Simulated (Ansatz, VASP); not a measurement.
PbF6 in VASP and in Ansatz

```
CELL_PARAMETERS angstrom
-3.12803 3.12803 3.12803
3.12803 -3.12803 3.12803
3.12803 3.12803 -3.12803
ATOMIC_POSITIONS crystal
Pb 0.00000 0.00000 0.00000
F 0.00000 0.66802 0.66802
F 0.00000 0.33198 0.33198
F 0.66802 0.00000 0.66802
F 0.33198 0.00000 0.33198
F 0.66802 0.66802 0.00000
F 0.33198 0.33198 0.00000
```

Alike in both runs: functional PBE; k mesh 4 × 4 × 4; occupations gaussian, width 0.1 eV; no spin polarisation.

Ansatz relaxed the structure, and its values are those at the end. VASP's run is a single point on that final structure, the one shown.

|  | VASP | Ansatz |
| --- | --- | --- |
| version | VASP 6.6.1 | Ansatz 0.2.0 |
| potentials or method | VASP PAW PBE potentials, release 64 (Pb_d, F), cutoff 520 eV | scalar-relativistic, plane waves, PAW |
| valence electrons in the cell | 56 | 56 |

```tsv
	VASP	Ansatz	Ansatz less VASP
gap on the k mesh at the Fermi level (eV)	none	none	-
pressure (GPa)	0.3	0.2	-0.09
rms of the force components (eV/Å)	0.051	0.000	-0.0507
```

A gap of «none» marks a metal or a gap that the smearing closes.

Neither program's run includes spin-orbit coupling.
